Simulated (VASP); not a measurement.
A run of VASP 6.6.1 is set up as follows.

The input INCAR:

```
SYSTEM = TiRh3
PREC = Accurate
ENCUT = 520
EDIFF = 1E-8
ISMEAR = -1
SIGMA = 0.15
LREAL = .FALSE.
LASPH = .TRUE.
NELM = 100
ALGO = Normal
ISIF = 2
LWAVE = .FALSE.
LCHARG = .FALSE.
GGA = PS
NBANDS = 36
IBRION = 8
NSW = 1
```

Contents of KPOINTS:

```
Automatic mesh
0
G
  12 12 12
  0 0 0
```

File POSCAR:

```
TiRh3
1.0
    3.8022578112      0.0000000000      0.0000000000
    0.0000000000      3.8022578112      0.0000000000
    0.0000000000      0.0000000000      3.8022578112
Ti Rh
1 3
Direct
    0.0000000000      0.0000000000      0.0000000000
    0.0000000000      0.5000000000      0.5000000000
    0.5000000000      0.0000000000      0.5000000000
    0.5000000000      0.5000000000      0.0000000000
```

Potentials or basis: VASP PAW PBE potentials, release 64 (Ti_sv, Rh_pv).

Command:

```sh
$ cat potpaw_PBE.64/Ti_sv/POTCAR potpaw_PBE.64/Rh_pv/POTCAR > POTCAR
$ mpirun -np 1 vasp_std > vasp.out
```

(1) Predict the highest phonon frequency at Γ.

Results:

(1) 226 cm⁻¹.
